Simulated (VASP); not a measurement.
Crystal: Li.

```xyz
2
Lattice="3.5100 0.0000 0.0000 0.0000 3.5100 0.0000 0.0000 0.0000 3.5100" Properties=species:S:1:pos:R:3 pbc="T T T"
Li    0.0000    0.0000    0.0000
Li    1.7550    1.7550    1.7550
```

| Property | Result |
| --- | --- |
| Program | VASP 6.6.1 |
| Task | relaxation of volume and atoms at fixed shape |
| Functional | PBEsol |
| Potentials or basis | VASP PAW PBE potentials, release 64 (Li_sv) |
| Cutoff | 600 eV |
| k mesh | 6 × 6 × 6 |
| Occupations | gaussian, width 0.1 eV |
| Spin | no spin polarisation |

At the start: pressure -0.9 GPa; volume 21.62 Å³/atom.

How do energy, volume and symmetry change on relaxing?

Over 4 steps the energy falls by 5.2 meV/atom and the volume is 19.95 Å³/atom (-7.7 %); space group Im-3m (No. 229, to 0.05 Å).

The path:
```
step  energy change (eV)  largest force (eV/Å)  pressure (GPa)  volume (Å³)
   1              0.0000                0.0000           -0.94        43.24
   2             -0.0042                0.0000           -0.75        42.45
   3             -0.0102                0.0000           -0.15        40.37
   4             -0.0104                0.0000            0.01        39.90
```

Final structure:
```
CELL_PARAMETERS angstrom
3.41721 0.00000 0.00000
0.00000 3.41721 0.00000
0.00000 0.00000 3.41721
ATOMIC_POSITIONS crystal
Li 0.00000 0.00000 0.00000
Li 0.50000 0.50000 0.50000
```

Caveat: the cutoff is under 1.25 times the usual one of these potentials, so pressure, stress and relaxed cells hold a basis-set (Pulay) error; the PAW data sets were made with another functional, which shifts forces and pressure a little.
